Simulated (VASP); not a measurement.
# Au (Fm-3m) in VASP: notebook

Runs on Au. Level: PBE. Tasks: single point, relaxation of cell and atoms.

Everything below comes from runs of VASP 6.6.1. Logs are shortened: lines on timing, memory, paths and dates and some standing lists are left out, and cuts for length are marked.

### Step 1. The cell of the first run

The structure is cubic, space group Fm-3m (No. 225). Conventional cell: a = 4.158 Å, b = 4.158 Å, c = 4.158 Å, α = 90.00°, β = 90.00°, γ = 90.00°. Within 3.9 Å of Au (site symmetry m-3m) lie 12 Au at 2.94 Å.

### Step 2. Single point, PBE

INCAR

```
SYSTEM = Au
PREC = Accurate
ENCUT = 520
EDIFF = 1E-6
ISMEAR = -1
SIGMA = 0.1
LREAL = .FALSE.
LASPH = .TRUE.
NELM = 60
ALGO = Normal
ISIF = 2
LWAVE = .FALSE.
LCHARG = .FALSE.
GGA = PE
NBANDS = 12
```

KPOINTS

```
Automatic mesh
0
G
  16 16 16
  0 0 0
```

POSCAR

```
Au
1.0
    0.0000000000      2.0789359948      2.0789359948
    2.0789359948      0.0000000000      2.0789359948
    2.0789359948      2.0789359948      0.0000000000
Au
1
Direct
    0.0000000000      0.0000000000      0.0000000000
```

Potentials or basis: VASP PAW PBE potentials, release 64 (Au).

Launch:

```
cat potpaw_PBE.64/Au/POTCAR > POTCAR
mpirun -np 1 vasp_std > vasp.out
```

OUTCAR:

```text
SYSTEM = Au
   PREC = Accurate
   ENCUT = 520
   EDIFF = 1E-6
   ISMEAR = -1
   LREAL = .FALSE.
   LASPH = .TRUE.
   NELM = 60
   ISIF = 2
   GGA = PE

 ion  position               nearest neighbor table
   1  0.000  0.000  0.000-

  LATTYP: Found a face centered cubic cell.
 ALAT       =     4.1578719896

  Lattice vectors:

 A1 = (   0.0000000000,   2.0789359948,   2.0789359948)
 A2 = (   2.0789359948,   0.0000000000,   2.0789359948)
 A3 = (   2.0789359948,   2.0789359948,   0.0000000000)

Analysis of symmetry for initial positions (statically):
=====================================================================
 Subroutine PRICEL returns:
 Original cell was already a primitive cell.

 Routine SETGRP: Setting up the symmetry group for a
 face centered cubic supercell.

 Subroutine GETGRP returns: Found 48 space group operations
 (whereof 48 operations were pure point group operations)
 out of a pool of 48 trial point group operations.

The static configuration has the point symmetry O_h .

Analysis of symmetry for dynamics (positions and initial velocities):
=====================================================================
 Subroutine PRICEL returns:
 Original cell was already a primitive cell.

 Routine SETGRP: Setting up the symmetry group for a
 face centered cubic supercell.

 Subroutine GETGRP returns: Found 48 space group operations
 (whereof 48 operations were pure point group operations)
 out of a pool of 48 trial point group operations.

The dynamic configuration has the point symmetry O_h .

 Subroutine INISYM returns: Found 48 space group operations
 (whereof 48 operations are pure point group operations),
 and found     1 'primitive' translations

----------------------------------------------------------------------------------------

                                     Primitive cell

  volume of cell :      17.9702

  direct lattice vectors                    reciprocal lattice vectors
     0.000000000  2.078935995  2.078935995    -0.240507645  0.240507645  0.240507645
     2.078935995  0.000000000  2.078935995     0.240507645 -0.240507645  0.240507645
     2.078935995  2.078935995  0.000000000     0.240507645  0.240507645 -0.240507645

  length of vectors
     2.940059479  2.940059479  2.940059479     0.416571461  0.416571461  0.416571461

  position of ions in fractional coordinates (direct lattice)
     0.000000000  0.000000000  0.000000000

  ion indices of the primitive-cell ions
   primitive index   ion index
[... 75 lines left out ...]
   EDIFFG = 0.1E-04   stopping-criterion for IOM
   NSW    =      0    number of steps for IOM
   IBRION =     -1    ionic relax: 0-MD 1-quasi-New 2-CG
   NFREE  =      0    steps in history (QN), initial steepest desc. (CG)
   ISIF   =      2    stress and relaxation
   ISYM   =      2    0-nonsym 1-usesym 2-fastsym
   POTIM  = 0.5000    time-step for ionic-motion
   TEBEG  =    0.0;   TEEND  =   0.0 temperature during run
   PSTRESS=    0.0 pullay stress
   NELECT =      11.0000    total number of electrons
   NUPDOWN=      -1.0000    fix difference up-down
   EMIN   =  10.00;   EMAX   =-10.00  energy-range for DOS
   EFERMI =   0.00;   METHOD = LEGACY
   ISMEAR =    -1;   SIGMA  =   0.10  broadening in eV -4-tet -1-fermi 0-gaus
   EFERMI_NEDOS =   21; number of points for ismear=-14 and -15
   IALGO  =     38    algorithm
   IMIX   =      4    mixing-type and parameters
     AMIX     =   0.40;   BMIX     =  1.00
     AMIX_MAG =   1.60;   BMIX_MAG =  1.00
  volume/ion in A,a.u.               =      17.97       121.27
  Fermi-wavevector in a.u.,A,eV,Ry     =   1.390021  2.626758 26.288600  1.932158
  Thomas-Fermi vector in A             =   2.513996
   LORBIT       =      0    0 simple, 1 ext, 2 COOP (PROOUT), +10 PAW based schemes
   GGA     = PE    functional components
[... 5 lines left out ...]
 non-spin polarized calculation
  energy-cutoff  :      520.00
  volume of cell :       17.97
 maximum number of plane-waves:       531
 NGX is ok and might be reduce to    24
   NGX = 11   NGY = 11   NGZ = 11

 number of electron      11.0000001 magnetization

 Free energy of the ion-electron system (eV)
  ---------------------------------------------------
  ext. energy  EPLUGINS =         0.00000000
  ---------------------------------------------------
  free energy    TOTEN  =        -3.22542506 eV

  energy without entropy =       -3.21580646  energy(sigma->0) =       -3.22061576

 E-fermi :   8.5799     XC(G=0): -12.4012

 val. band max:        8.5544022127   @ k =   0.5000   0.3125   0.1250
 cond. band min:       8.6254535671   @ k =   0.5000   0.1875   0.0625
 fundamental gap:      0.0710513544
 Fermi energy:         8.5799157991

 k-point     1 :       0.0000    0.0000    0.0000
  band No.  band energies     occupation
      1      -0.6931      2.00000
      2       4.1958      2.00000
      3       4.1958      2.00000
      4       4.1958      2.00000
      5       5.5744      2.00000
      6       5.5744      2.00000
      7      23.1957      0.00000
      8      26.8897      0.00000
      9      26.8897      0.00000
     10      26.8897      0.00000
     11      31.6287      0.00000
     12      35.7094      0.00000
[... 331 lines left out ...]
 k-point    24 :      -0.0625    0.0625    0.0000
  band No.  band energies     occupation
      1      -0.3500      2.00000
      2       4.0784      2.00000
      3       4.2989      2.00000
      4       4.3312      2.00000
      5       5.4629      2.00000
      6       5.5986      2.00000
      7      23.5349      0.00000
      8      25.1652      0.00000
      9      26.6004      0.00000
     10      27.5867      0.00000
     11      31.9507      0.00000
     12      33.9232      0.00000

 [... further k-points ...]

------------------------ aborting loop because EDIFF is reached ----------------------------------------

  FORCE on cell =-STRESS in cart. coord.  units (eV):
  Direction    XX          YY          ZZ          XY          YZ          ZX
  --------------------------------------------------------------------------------------
  -------------------------------------------------------------------------------------
  Total       -0.0266207     -0.0266207     -0.0266207     -0.0000000     -0.0000000      0.0000000
  in kB       -2.3734349     -2.3734349     -2.3734349     -0.0000000     -0.0000000      0.0000000
  external PRESSURE =      -2.3734349 kB  Pullay stress =       0.0000000 kB

 VOLUME and BASIS-vectors are now :
 -----------------------------------------------------------------------------
  energy-cutoff  :      520.00
  volume of cell :       17.97
      direct lattice vectors                 reciprocal lattice vectors
     0.000000000  2.078935995  2.078935995    -0.240507645  0.240507645  0.240507645
     2.078935995  0.000000000  2.078935995     0.240507645 -0.240507645  0.240507645
     2.078935995  2.078935995  0.000000000     0.240507645  0.240507645 -0.240507645

 POSITION                                       TOTAL-FORCE (eV/Angst)
 -----------------------------------------------------------------------------------
      0.00000      0.00000      0.00000         0.000000      0.000000      0.000000
 -----------------------------------------------------------------------------------
    total drift:                               -0.000000      0.000000     -0.000000

  FREE ENERGIE OF THE ION-ELECTRON SYSTEM (eV)
  ---------------------------------------------------
  free  energy   TOTEN  =        -3.2254250609 eV

  energy  without entropy=       -3.2158064583  energy(sigma->0) =       -3.22061576
```

Run time: 15 s. Hardware: 1 thread of Intel Xeon Platinum 8488C (Sapphire Rapids), shared host; peak memory 0.16 GiB.

What came out:

```
Free energy : -3.2254 eV
Pressure    : -0.2 GPa
```

Caveat: spin-orbit coupling is left out, which moves the levels of the heavy elements.

### Step 3. Relaxation of cell and atoms, PBE, target pressure 150 GPa, at which the enthalpy is minimised

This run uses another cell than the first one, of 12.36 Å³/atom, 0.688 times its volume.

INCAR

```
PREC     = Accurate       # precision mode
ENCUT    = 600            # plane-wave cutoff, eV
EDIFF    = 1E-6           # SCF threshold, eV
ISMEAR   = -1             # smearing method
SIGMA    = 0.1            # smearing width, eV
LREAL    = False          # projectors in reciprocal space
LASPH    = True           # aspherical terms in the spheres
NELM     = 80             # most SCF steps
ALGO     = Normal         # electronic algorithm
ISIF     = 3              # what is computed and relaxed
LWAVE    = False          # write WAVECAR
LCHARG   = False          # write CHGCAR
GGA      = PE             # functional
IBRION   = 2              # ionic algorithm
NSW      = 60             # ionic steps
EDIFFG   = -0.005         # ionic threshold
PSTRESS  = 1500.0
```

KPOINTS

```
Automatic mesh
0
Gamma
  18 18 18
```

POSCAR

```
Au
1.0
    0.0000000000      1.8352867595      1.8352867595
    1.8352867595      0.0000000000      1.8352867595
    1.8352867595      1.8352867595      0.0000000000
Au
1
Direct
    0.0000000000      0.0000000000      0.0000000000
```

Potentials or basis: VASP PAW PBE potentials, release 64 (Au).

Launch:

```
cat potpaw_PBE.64/Au/POTCAR > POTCAR
mpirun -np 1 vasp_std > vasp.out
```

It took 35 s on 1 thread of AMD EPYC 9R45 (Zen 5), shared host; peak memory 0.14 GiB.

It converged, with:

| Quantity | Value |
| --- | --- |
| Free energy | -1.4869 eV |
| Relaxed volume | 12.40 Å³/atom |
| Relaxed cell | a = 2.598 Å, b = 2.598 Å, c = 2.598 Å, α = 60.00°, β = 60.00°, γ = 60.00° |
| Space group after relaxing (to 0.05 Å) | Fm-3m (No. 225) |
| Energy change on relaxing (the enthalpy is what falls) | -32.8 meV/atom |
| Ionic steps | 3 |
| Pressure after relaxing | 150.0 GPa |

The path:
| step | energy change (eV) | largest force (eV/Å) | pressure (GPa) | volume (Å³) |
| --- | --- | --- | --- | --- |
| 1 | 0.0000 | 0.0000 | 152.31 | 12.36 |
| 2 | -0.2847 | 0.0000 | 132.05 | 12.68 |
| 3 | -0.0328 | 0.0000 | 149.99 | 12.40 |

Final structure:
```
CELL_PARAMETERS angstrom
0.00000 1.83701 1.83701
1.83701 0.00000 1.83701
1.83701 1.83701 0.00000
ATOMIC_POSITIONS crystal
Au 0.00000 0.00000 0.00000
```

Levels at points of the mesh, in eV from the Fermi level:
| k point | band 4 | band 5 | band 6 | band 7 | band 8 | band 9 |
| --- | --- | --- | --- | --- | --- | --- |
| (0.00, 0.00, 0.00) | -7.17 | -4.55 | -4.55 | 13.14 | 19.05 | 19.05 |
| (0.50, 0.00, 0.00) | -2.87 | -2.46 | -2.46 | 4.97 | 12.70 | 18.94 |
| (0.50, 0.50, 0.00) | -1.89 | -1.89 | -0.18 | 8.69 | 10.53 | 10.53 |

Caveat: the cell is relaxed towards a set pressure, so the enthalpy falls and the energy may rise; spin-orbit coupling is left out, which moves the levels of the heavy elements.

### Step 4. Relaxation of cell and atoms, PBE, target pressure 150 GPa, at which the enthalpy is minimised

This run uses another cell than the first one, of 12.40 Å³/atom, 0.690 times its volume.

INCAR

```
SYSTEM = Au
PREC     = Accurate       ! precision mode
ENCUT    = 600            ! plane-wave cutoff, eV
EDIFF    = 1E-6           ! SCF threshold, eV
ISMEAR   = -1             ! smearing method
SIGMA    = 0.1            ! smearing width, eV
LREAL    = .False.        ! projectors in reciprocal space
LASPH    = .True.         ! aspherical terms in the spheres
NELM     = 80             ! most SCF steps
ALGO     = Normal         ! electronic algorithm
ISIF     = 3              ! what is computed and relaxed
LWAVE    = .False.        ! write WAVECAR
LCHARG   = .False.        ! write CHGCAR
GGA      = PE             ! functional
IBRION   = 2              ! ionic algorithm
NSW      = 32             ! ionic steps
EDIFFG   = -0.005         ! ionic threshold
PSTRESS  = 1500.0
```

KPOINTS

```
Automatic mesh
0
Gamma
  18 18 18
  0 0 0
```

POSCAR

```
Au
1.0
    0.0000000000      1.8370337659      1.8370337659
    1.8370337659      0.0000000000      1.8370337659
    1.8370337659      1.8370337659      0.0000000000
Au
1
Direct
    0.0000000000      0.0000000000      0.0000000000
```

Launch:

```
cat potpaw_PBE.64/Au/POTCAR > POTCAR
mpirun -np 1 vasp_std > vasp.out
```

Wall time 16 s (1 thread of AMD EPYC 9R45 (Zen 5), shared host); peak memory 0.14 GiB.

The run converged. Its results:

```yaml
Free_energy: -1.4874 eV
Pressure_after_relaxing: 149.9 GPa
```

Final structure:
```yaml
crystal:
  lattice:
    - [0.00000, 1.83703, 1.83703]
    - [1.83703, 0.00000, 1.83703]
    - [1.83703, 1.83703, 0.00000]
  atoms:
    - { symbol: Au, position: [0.00000, 0.00000, 0.00000] }
```

Levels at points of the mesh, in eV from the Fermi level:
```tsv
k point	band 4	band 5	band 6	band 7	band 8	band 9
(0.00, 0.00, 0.00)	-7.17	-4.55	-4.55	13.14	19.05	19.05
(0.50, 0.00, 0.00)	-2.87	-2.46	-2.46	4.97	12.70	18.94
(0.50, 0.50, 0.00)	-1.89	-1.89	-0.18	8.69	10.53	10.53
```

Caveat: the relaxation stopped at its first step, so nothing moved; the cell is relaxed towards a set pressure, so the enthalpy falls and the energy may rise; spin-orbit coupling is left out, which moves the levels of the heavy elements.

### Step 5. Relaxation of cell and atoms, PBE

INCAR

```
ALGO     = Normal         # electronic algorithm
EDIFF    = 1E-7           # SCF threshold, eV
EDIFFG   = -0.005         # ionic threshold
ENCUT    = 600            # plane-wave cutoff, eV
GGA      = PE             # functional
IBRION   = 2              # ionic algorithm
ISIF     = 3              # what is computed and relaxed
ISMEAR   = -1             # smearing method
LASPH    = T              # aspherical terms in the spheres
LCHARG   = F              # write CHGCAR
LREAL    = F              # projectors in reciprocal space
LWAVE    = F              # write WAVECAR
NELM     = 100            # most SCF steps
NSW      = 60             # ionic steps
PREC     = Accurate       # precision mode
SIGMA    = 0.1            # smearing width, eV
```

KPOINTS

```
k-points
0
Gamma
  16 16 16
```

POSCAR

```
Au
1.0
    0.0000000000      2.0782718017      2.0782718017
    2.0782718017      0.0000000000      2.0782718017
    2.0782718017      2.0782718017      0.0000000000
Au
1
Direct
    0.0000000000      0.0000000000      0.0000000000
```

Launch:

```
cat potpaw_PBE.64/Au/POTCAR > POTCAR
mpirun -np 1 vasp_std > vasp.out
```

It took 13 s on 1 thread of AMD EPYC 9R45 (Zen 5), shared host; peak memory 0.13 GiB.

The run converged. Its results:

| Quantity | Value |
| --- | --- |
| Free energy | -3.2253 eV |
| Pressure after relaxing | 0.0 GPa |

Final structure:
```
CELL_PARAMETERS angstrom
0.00000 2.07827 2.07827
2.07827 0.00000 2.07827
2.07827 2.07827 0.00000
ATOMIC_POSITIONS crystal
Au 0.00000 0.00000 0.00000
```

Levels at points of the mesh, in eV from the Fermi level:
```csv
k point,band 3,band 4,band 5,band 6,band 7,band 8,band 9
"(0.00, 0.00, 0.00)",-4.39,-4.39,-3.01,-3.01,14.61,18.31,18.31
"(0.50, 0.00, 0.00)",-4.42,-1.91,-1.91,-0.68,2.83,14.05,16.77
"(0.50, 0.50, 0.00)",-1.96,-1.62,-1.62,1.20,5.40,9.89,9.89
```

Caveat: the relaxation stopped at its first step, so nothing moved; spin-orbit coupling is left out, which moves the levels of the heavy elements.

### Step 6. Summary

```tsv
task	cell	k mesh	cutoff (eV)	gap on the mesh (eV)	pressure (GPa)
single point	a = 2.940 Å, angles 60.0°, 1 atom	16 × 16 × 16	520	none	-0.2
relaxation of cell and atoms	relaxed to 150 GPa from a = 2.595 Å, angles 60.0°, 1 atom	18 × 18 × 18	600	none	150.0
relaxation of cell and atoms	relaxed to 150 GPa from a = 2.598 Å, angles 60.0°, 1 atom	18 × 18 × 18	600	none	149.9
relaxation of cell and atoms	relaxed from a = 2.939 Å, angles 60.0°, 1 atom	16 × 16 × 16	600	none	0.0
```

Alike in all rows: level PBE; potentials or basis VASP PAW PBE potentials, release 64 (Au); no spin polarisation; smearing fermi-dirac 0.1 eV.

Caveats: spin-orbit coupling is left out, which moves the levels of the heavy elements; the cell is relaxed towards a set pressure, so the enthalpy falls and the energy may rise (some runs); the relaxation stopped at its first step, so nothing moved (some runs).

Absolute energies hang on the potentials; compare differences alone.
